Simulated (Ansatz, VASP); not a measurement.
# P in VASP and in Ansatz

```
P
1.0
     0.00000    2.65665    2.65665
     2.65665    0.00000    2.65665
     2.65665    2.65665    0.00000
P
2
Direct
  0.91250 0.86250 0.86250
  0.08750 0.13750 0.13750
```

Change from the starting cell: shortest bond scaled by 1.1, LAPW.

Alike in both runs: task single point; functional PBE; k mesh 10 × 10 × 10; occupations fermi-dirac, width 0.05 eV; no spin polarisation.

|  | VASP | Ansatz |
| --- | --- | --- |
| version | VASP 6.6.1 | Ansatz 0.2.0 |
| potentials or method | VASP PAW PBE potentials, release 64 (P), cutoff 520 eV | all-electron LAPW, scalar-relativistic |

|  | VASP | Ansatz | Ansatz less VASP |
| --- | --- | --- | --- |
| pressure (GPa) | 5.4 | 5.6 | +0.21 |
| traceless stress, the component that is largest in VASP (GPa) | 1.75 | 1.85 | +0.109 |
| rms of the force components (eV/Å) | 0.354 | 0.364 | +0.0096 |

Atom by atom the forces differ by 0.010 eV/Å (rms over components). Ansatz ran all-electron here, and VASP with PAW potentials.
